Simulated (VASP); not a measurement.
# Se (Fd-3m) in VASP: single point with PBE

Aim: the single point of Se with PBE.

All numbers are computed with VASP 6.6.1; they aren't measurements. Logs are shortened: lines on timing, memory, paths and dates and some standing lists are left out, and cuts for length are marked.

## Step 1: The cell of the first run

It takes space group Fd-3m (No. 227, cubic). Conventional cell: a = 6.251 Å, b = 6.251 Å, c = 6.251 Å, α = 90.00°, β = 90.00°, γ = 90.00°. Se (site symmetry -43m) has 4 Se at 2.71 Å within 3.6 Å.

This isn't the form of Se at room conditions, which is trigonal, of chains.

## Step 2: Single point, PBE

The input, INCAR:

```
SYSTEM = Se
ALGO = Normal
EDIFF = 1E-6
ENCUT = 500
GGA = PE
GGA_COMPAT = .FALSE.
ISIF = 2
ISMEAR = 0
LASPH = .TRUE.
LCHARG = .FALSE.
LREAL = .FALSE.
LWAVE = .FALSE.
NBANDS = 13
NELM = 120
PREC = Accurate
SIGMA = 0.1
```

The input, KPOINTS:

```
k-points
0
G
  6 6 6
  0 0 0
```

The input, POSCAR:

```
Se
1.0
    0.0000000000      3.1255665700      3.1255665700
    3.1255665700      0.0000000000      3.1255665700
    3.1255665700      3.1255665700      0.0000000000
Se
2
Direct
    0.5000000000      0.5000000000      0.5000000000
    0.7500000000      0.7500000000      0.7500000000
```

Potentials or basis: VASP PAW PBE potentials, release 64 (Se).

Command:

```sh
$ cat potpaw_PBE.64/Se/POTCAR > POTCAR
$ mpirun -np 1 vasp_std > vasp.out
```

OUTCAR:

```text
SYSTEM = Se
   EDIFF = 1E-6
   ENCUT = 500
   GGA = PE
   ISIF = 2
   ISMEAR = 0
   LASPH = .TRUE.
   LREAL = .FALSE.
   NELM = 120
   PREC = Accurate

 ion  position               nearest neighbor table
   1  0.500  0.500  0.500-   2 2.71   2 2.71   2 2.71   2 2.71
   2  0.750  0.750  0.750-   1 2.71   1 2.71   1 2.71   1 2.71

  LATTYP: Found a face centered cubic cell.
 ALAT       =     6.2511331400

  Lattice vectors:

 A1 = (   0.0000000000,   3.1255665700,   3.1255665700)
 A2 = (   3.1255665700,   0.0000000000,   3.1255665700)
 A3 = (   3.1255665700,   3.1255665700,   0.0000000000)

Analysis of symmetry for initial positions (statically):
=====================================================================
 Subroutine PRICEL returns:
 Original cell was already a primitive cell.

 Routine SETGRP: Setting up the symmetry group for a
 face centered cubic supercell.

 Subroutine GETGRP returns: Found 48 space group operations
 (whereof 24 operations were pure point group operations)
 out of a pool of 48 trial point group operations.

The static configuration has the point symmetry T_d .
 The point group associated with its full space group is O_h .

Analysis of symmetry for dynamics (positions and initial velocities):
=====================================================================
 Subroutine PRICEL returns:
 Original cell was already a primitive cell.

 Routine SETGRP: Setting up the symmetry group for a
 face centered cubic supercell.

 Subroutine GETGRP returns: Found 48 space group operations
 (whereof 24 operations were pure point group operations)
 out of a pool of 48 trial point group operations.

The dynamic configuration has the point symmetry T_d .
 The point group associated with its full space group is O_h .

 Subroutine INISYM returns: Found 48 space group operations
 (whereof 24 operations are pure point group operations),
 and found     1 'primitive' translations

----------------------------------------------------------------------------------------

                                     Primitive cell

  volume of cell :      61.0684

  direct lattice vectors                    reciprocal lattice vectors
     0.000000000  3.125566570  3.125566570    -0.159970997  0.159970997  0.159970997
     3.125566570  0.000000000  3.125566570     0.159970997 -0.159970997  0.159970997
     3.125566570  3.125566570  0.000000000     0.159970997  0.159970997 -0.159970997

  length of vectors
[... 82 lines left out ...]
   TEBEG  =    0.0;   TEEND  =   0.0 temperature during run
   PSTRESS=    0.0 pullay stress
   NELECT =      12.0000    total number of electrons
   NUPDOWN=      -1.0000    fix difference up-down
   EMIN   =  10.00;   EMAX   =-10.00  energy-range for DOS
   EFERMI =   0.00;   METHOD = LEGACY
   ISMEAR =     0;   SIGMA  =   0.10  broadening in eV -4-tet -1-fermi 0-gaus
   EFERMI_NEDOS =   21; number of points for ismear=-14 and -15
   IALGO  =     38    algorithm
   IMIX   =      4    mixing-type and parameters
     AMIX     =   0.40;   BMIX     =  1.00
     AMIX_MAG =   1.60;   BMIX_MAG =  1.00
  volume/ion in A,a.u.               =      30.53       206.05
  Fermi-wavevector in a.u.,A,eV,Ry     =   0.951765  1.798575 12.324933  0.905857
  Thomas-Fermi vector in A             =   2.080266
   LORBIT       =      0    0 simple, 1 ext, 2 COOP (PROOUT), +10 PAW based schemes
   GGA     = PE    functional components
   LHFCALC =     F    Hartree Fock is set to
   AEXX    =    0.0000 exact exchange contribution
   IVDW    =     0    specifies the selected vdW correction
   LEPSILON=     F    determine dielectric tensor
   LRPA    =     F    only Hartree local field effects (RPA)
 non-spin polarized calculation
 Gauss-broadening in eV      SIGMA  =   0.10
  energy-cutoff  :      500.00
  volume of cell :       61.07
 maximum number of plane-waves:      1572
   NGX = 17   NGY = 17   NGZ = 17

 number of electron      11.9999996 magnetization

 Free energy of the ion-electron system (eV)
  ---------------------------------------------------
  ext. energy  EPLUGINS =         0.00000000
  ---------------------------------------------------
  free energy    TOTEN  =        -5.98845843 eV

  energy without entropy =       -5.98121537  energy(sigma->0) =       -5.98483690

 E-fermi :   2.3533     XC(G=0):  -8.3149

 val. band max:        2.2063442767   @ k =   0.5000   0.1667   0.0000
 cond. band min:       2.3905761288   @ k =   0.1667   0.1667   0.0000
 fundamental gap:      0.1842318522
 Fermi energy:         2.3532584433

 k-point     1 :       0.0000    0.0000    0.0000
  band No.  band energies     occupation
      1     -13.1479      2.00000
      2      -7.8026      2.00000
      3      -1.1739      2.00000
      4      -1.1739      2.00000
      5      -1.1739      2.00000
      6       1.5472      2.00000
      7       1.5472      2.00000
      8       1.5472      2.00000
      9       6.7456      0.00000
     10       9.9731      0.00000
     11       9.9731      0.00000
     12      11.9277      0.00000
     13      11.9277      0.00000
[... 226 lines left out ...]
  band No.  band energies     occupation
      1     -11.0457      2.00000
      2     -11.0457      2.00000
      3      -2.8749      2.00000
      4      -2.8749      2.00000
      5       0.9608      2.00000
      6       0.9608      2.00000
      7       4.0725      0.00000
      8       4.0725      0.00000
      9       8.3883      0.00000
     10       8.3883      0.00000
     11      11.8665      0.00000
     12      11.8665      0.00000
     13      15.0209      0.00000

------------------------ aborting loop because EDIFF is reached ----------------------------------------

  FORCE on cell =-STRESS in cart. coord.  units (eV):
  Direction    XX          YY          ZZ          XY          YZ          ZX
  --------------------------------------------------------------------------------------
  -------------------------------------------------------------------------------------
  Total        0.6233440      0.6233440      0.6233440      0.0000000      0.0000000      0.0000000
  in kB       16.3539288     16.3539288     16.3539288      0.0000000      0.0000000      0.0000000
  external PRESSURE =      16.3539288 kB  Pullay stress =       0.0000000 kB

 VOLUME and BASIS-vectors are now :
 -----------------------------------------------------------------------------
  energy-cutoff  :      500.00
  volume of cell :       61.07
      direct lattice vectors                 reciprocal lattice vectors
     0.000000000  3.125566570  3.125566570    -0.159970997  0.159970997  0.159970997
     3.125566570  0.000000000  3.125566570     0.159970997 -0.159970997  0.159970997
     3.125566570  3.125566570  0.000000000     0.159970997  0.159970997 -0.159970997

 POSITION                                       TOTAL-FORCE (eV/Angst)
 -----------------------------------------------------------------------------------
      3.12557      3.12557      3.12557         0.000000      0.000000      0.000000
      4.68835      4.68835      4.68835        -0.000000     -0.000000     -0.000000
 -----------------------------------------------------------------------------------
    total drift:                               -0.000000     -0.000000      0.000000

  FREE ENERGIE OF THE ION-ELECTRON SYSTEM (eV)
  ---------------------------------------------------
  free  energy   TOTEN  =        -5.9884584320 eV

  energy  without entropy=       -5.9812153740  energy(sigma->0) =       -5.98483690
```

stdout:

```text
POSCAR found type information on POSCAR Se
 POSCAR found :  1 types and       2 ions
 scaLAPACK will be used
 LDA part: xc-table for (Slater+PW92), standard interpolation
 POSCAR, INCAR and KPOINTS ok, starting setup
 FFT: planning ... GRIDC
 FFT: planning ... GRID_SOFT
 FFT: planning ... GRID
 WAVECAR not read
 entering main loop
```

Wall time 15 s (1 thread of Intel Xeon Platinum 8375C at 2.90GHz (Ice Lake), shared host); peak memory 0.17 GiB.

Results:

```
Free energy            : -5.9885 eV
Pressure               : 1.6 GPa
Band gap on the k mesh : zero (bands 6 and 7 overlap by 1.10 eV)
```

Levels at points of the mesh, in eV from the Fermi level:
| k point | band 4 | band 5 | band 6 | band 7 | band 8 | band 9 |
| --- | --- | --- | --- | --- | --- | --- |
| (0.00, 0.00, 0.00) | -3.53 | -3.53 | -0.81 | -0.81 | -0.81 | 4.39 |
| (0.50, 0.00, 0.00) | -4.25 | -4.20 | 0.29 | 0.29 | 1.78 | 6.89 |
| (0.50, 0.50, 0.00) | -5.04 | -1.98 | -1.98 | 2.25 | 2.25 | 6.24 |
